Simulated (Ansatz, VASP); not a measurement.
# Two plane-wave programs on HfN2

```
Hf N
1.0
     0.00000    2.59530    2.59530
     2.59530    0.00000    2.59530
     2.59530    2.59530    0.00000
Hf N
1 2
Direct
  0.00000 0.00000 0.00000
  0.25000 0.25000 0.25000
  0.75000 0.75000 0.75000
```

Alike in both runs: functional PBE; k mesh 6 × 6 × 6; occupations gaussian, width 0.1 eV; no spin polarisation.

Ansatz relaxed the structure, and its values are those at the end. VASP's run is a single point on that final structure, the one shown.

|  | VASP | Ansatz |
| --- | --- | --- |
| version | VASP 6.6.1 | Ansatz 0.2.0 |
| potentials or method | VASP PAW PBE potentials, release 64 (Hf_pv, N), cutoff 520 eV | scalar-relativistic, plane waves, PAW |
| valence electrons in the cell | 20 | 36 |

```csv
,VASP,Ansatz,Ansatz less VASP
gap on the k mesh at the Fermi level (eV),none,none,-
pressure (GPa),-1.6,0.3,+1.87
```

A gap of «none» marks a metal or a gap that the smearing closes. VASP's potentials hold 20 valence electrons a cell and Ansatz's 36, so a difference there can come from the potentials and not from the codes.

Spin-orbit coupling is off throughout.
